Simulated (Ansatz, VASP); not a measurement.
## ZnS: VASP beside Ansatz

File POSCAR:

```
ZnS
1.0
    3.8087369172      0.0000000000      0.0000000000
   -1.9043684586      3.2984629266      0.0000000000
    0.0000000000      0.0000000000     12.4664651906
Zn S
4 4
Direct
    0.0000000000      0.0000000000     -0.0059004216
    0.0000000000      0.0000000000      0.4940995784
    0.3333333333      0.6666666667      0.2560867571
    0.6666666667      0.3333333333      0.7560867571
    0.0000000000      0.0000000000      0.1857698107
    0.0000000000      0.0000000000      0.6857698107
    0.3333333333      0.6666666667      0.4390424780
    0.6666666667      0.3333333333      0.9390424780
```

The input INCAR.step1:

```
ALGO = Normal
EDIFF = 1E-4
ENCUT = 520
GGA = PE
ISMEAR = 0
LASPH = True
LCHARG = False
LREAL = False
LWAVE = True
NBANDS = 46
NELM = 80
PREC = Accurate
SIGMA = 0.05
```

INCAR.step2

```
ALGO = Normal
EDIFF = 1E-6
ENCUT = 520
ISIF = 2
ISMEAR = 0
ISTART = 1
LASPH = True
LCHARG = False
LMIXTAU = True
LREAL = False
LWAVE = False
METAGGA = R2SCAN
NBANDS = 46
NELM = 80
PREC = Accurate
SIGMA = 0.05
```

Contents of KPOINTS:

```
k-points
0
Gamma
  6 6 2
```

Input for Ansatz:

```yaml
crystal:
  lattice:
    - [3.8087369172, 0.0, 0.0]
    - [-1.9043684586, 3.2984629266, 0.0]
    - [0.0, 0.0, 12.4664651906]
  atoms:
    - { symbol: Zn, position: [0.0, 0.0, -0.0059004216] }
    - { symbol: Zn, position: [0.0, 0.0, 0.4940995784] }
    - { symbol: Zn, position: [0.3333333333, 0.6666666667, 0.2560867571] }
    - { symbol: Zn, position: [0.6666666667, 0.3333333333, 0.7560867571] }
    - { symbol: S, position: [0.0, 0.0, 0.1857698107] }
    - { symbol: S, position: [0.0, 0.0, 0.6857698107] }
    - { symbol: S, position: [0.3333333333, 0.6666666667, 0.439042478] }
    - { symbol: S, position: [0.6666666667, 0.3333333333, 0.939042478] }
basis:
  ecutwfc: 500
kpoints:
  mp_grid: { grid: [6, 6, 2] }
hamiltonian:
  xc: r2scan
scf:
  occupations: { method: gaussian, width: 0.05 }
output:
  forces: true
  stress: true
  eigenvalues: true
```

Change from the starting cell: mode 12 (196.1 1/cm) frozen in, largest displacement +0.075 Å.

Alike in both runs: task single point; functional r2SCAN; k mesh 6 × 6 × 2; occupations gaussian, width 0.05 eV; no spin polarisation.

|  | VASP | Ansatz |
| --- | --- | --- |
| version | VASP 6.6.1 | Ansatz 0.2.0 |
| potentials or method | VASP PAW PBE potentials, release 64 (Zn, S), cutoff 520 eV | scalar-relativistic, plane waves, PAW |
| valence electrons in the cell | 72 | 72 |

|  | VASP | Ansatz | Ansatz less VASP |
| --- | --- | --- | --- |
| gap on the k mesh at the Fermi level (eV) | 2.66 | 2.65 | -0.008 |
| least direct gap on the mesh (eV) | 2.66 | 2.65 | -0.008 |
| pressure (GPa) | 0.2 | 0.1 | -0.03 |
| rms of the force components (eV/Å) | 0.289 | 0.287 | -0.0024 |

VASP's potentials were made for PBE, not for r2SCAN. Atom by atom the forces differ by 0.005 eV/Å (rms over components). With one functional, cell and mesh, what is left measures potentials, basis and numerics.
